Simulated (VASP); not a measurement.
A run of VASP 6.6.1:

INCAR

```
SYSTEM = Li
PREC = Accurate
ENCUT = 750
EDIFF = 1E-7
ISMEAR = -1
SIGMA = 0.1
LREAL = .FALSE.
LASPH = .TRUE.
NELM = 120
ALGO = Normal
ISIF = 3
LWAVE = .FALSE.
LCHARG = .FALSE.
GGA = PE
IBRION = 2
NSW = 60
EDIFFG = -0.005
GGA_COMPAT = .FALSE.
NELMIN = 4
```

File KPOINTS:

```
Automatic mesh
0
G
  17 17 17
  0 0 0
```

File POSCAR:

```
Li
1.0
   -1.7154021332      1.7154021332      1.7154021332
    1.7154021332     -1.7154021332      1.7154021332
    1.7154021332      1.7154021332     -1.7154021332
Li
1
Direct
    0.0000000000      0.0000000000      0.0000000000
```

Potentials or basis: VASP PAW PBE potentials, release 64 (Li_sv).

Run with:

```bash
$ cat potpaw_PBE.64/Li_sv/POTCAR > POTCAR
$ mpirun -np 1 vasp_std > vasp.out
```

Hardware: 1 thread of Intel(R) Xeon(R) Platinum 8259CL CPU @ 2.50GHz (Skylake/Cascade Lake), with other jobs on the host.

Question: Estimate the wall time of this run.

Answer: Wall time 43 s on 1 thread of Intel(R) Xeon(R) Platinum 8259CL CPU @ 2.50GHz (Skylake/Cascade Lake), on a shared host, peak memory 0.16 GiB. Counts: scf iterations 23, k points 165, ion steps 3.
